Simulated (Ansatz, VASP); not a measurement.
## HfC in VASP and in Ansatz

INCAR

```
SYSTEM = HfC
PREC = Accurate
ENCUT = 520
EDIFF = 1E-7
ISMEAR = -1
SIGMA = 0.05
LREAL = .False.
LASPH = .True.
NELM = 60
ALGO = Normal
ISIF = 2
LWAVE = .False.
LCHARG = .False.
NBANDS = 14
```

File KPOINTS:

```
Automatic mesh
0
Gamma
  12 12 12
  0 0 0
```

Contents of POSCAR:

```
HfC
1.0
    0.0000000000      2.3705998121      2.3705998121
    2.3705998121      0.0000000000      2.3705998121
    2.3705998121      2.3705998121      0.0000000000
Hf C
1 1
Direct
    0.5000000000      0.5000000000      0.5000000000
    0.0000000000      0.0000000000      0.0000000000
```

Input for Ansatz:

```yaml
crystal:
  lattice:
    - [0.0, 2.3705998121, 2.3705998121]
    - [2.3705998121, 0.0, 2.3705998121]
    - [2.3705998121, 2.3705998121, 0.0]
  atoms:
    - { symbol: Hf, position: [0.5, 0.5, 0.5] }
    - { symbol: C, position: [0.0, 0.0, 0.0] }
kpoints:
  mp_grid: { grid: [12, 12, 12] }
  band_path:
    path:
      - [0.0, 0.0, 0.0]
      - [0.5, 0.0, 0.5]
      - [0.625, 0.25, 0.625]
      - [0.375, 0.375, 0.75]
      - [0.0, 0.0, 0.0]
      - [0.5, 0.5, 0.5]
      - [0.5, 0.25, 0.75]
      - [0.5, 0.0, 0.5]
    npoints: 5
scf:
  occupations: { method: fermi_dirac, width: 0.05 }
hamiltonian:
  xc: lda
  pseudopotentials: { kind: all_electron, lapw: { basis_error: 0.00025 } }
output:
  forces: true
  stress: true
  eigenvalues: true
```

Change from the starting cell: volume scaled by 1.06.

Alike in both runs: task single point; functional LDA; k mesh 12 × 12 × 12; occupations fermi-dirac, width 0.05 eV; no spin polarisation.

|  | VASP | Ansatz |
| --- | --- | --- |
| version | VASP 6.6.1 | Ansatz 0.2.0 |
| potentials or method | VASP PAW LDA potentials, release 64 (Hf_pv, C), cutoff 520 eV | all-electron LAPW, scalar-relativistic |

```csv
,VASP,Ansatz,Ansatz less VASP
pressure (GPa),-22.8,-22.8,+0.04
```

LDA's correlation is that of Perdew and Zunger in VASP and of Perdew and Wang (1992) in Ansatz. Ansatz ran all-electron here, and VASP with PAW potentials.

Neither program's run includes spin-orbit coupling.
